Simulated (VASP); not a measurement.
**Cu: single point with PBE**

Cu:

```xyz
1
Lattice="0.0000 2.0594 1.6335 2.0594 0.0000 1.6335 2.0594 2.0594 0.0000" Properties=species:S:1:pos:R:3 pbc="T T T"
Cu    0.0000    0.0000    0.0000
```

This cell differs from its parent crystal: volume 13.855 Å^3 an atom, c/a of the conventional cell 0.7932.

```json
{"Program": "VASP 6.6.1", "Task": "single point", "Functional": "PBE", "Potentials or basis": "VASP PAW PBE potentials, release 64 (Cu)", "Cutoff": "520 eV", "k mesh": "24 × 24 × 24", "Occupations": "gaussian, width 0.15 eV", "Spin": "no spin polarisation"}
```

* Pressure: -13.3 GPa

Stress tensor (GPa, compression positive):
```
-13.90   0.00   0.00
  0.00 -13.90   0.00
  0.00   0.00 -12.10
```

Levels at points of the mesh, in eV from the Fermi level:
```
           k point  band 2  band 3  band 4  band 5  band 6  band 7  band 8  band 9  band 10  band 11
(0.00, 0.00, 0.00)   -2.71   -2.71   -2.41   -2.05   -1.74   22.27   23.28   23.28    23.69    25.73
(0.50, 0.00, 0.00)   -3.03   -2.11   -1.70   -1.32   -0.40    3.25   16.75   17.21    20.43    22.54
(0.50, 0.50, 0.00)   -3.76   -1.47   -1.38   -1.38    5.18    8.86    8.86   10.26    13.53    14.54
(0.50, 0.00, 0.50)   -3.44   -1.67   -1.66   -1.26    0.33    4.32   13.98   14.45    18.01    20.09
```

Run time: 5 min on 1 thread of Intel Xeon 8259CL, on a shared host, peak memory 0.28 GiB.
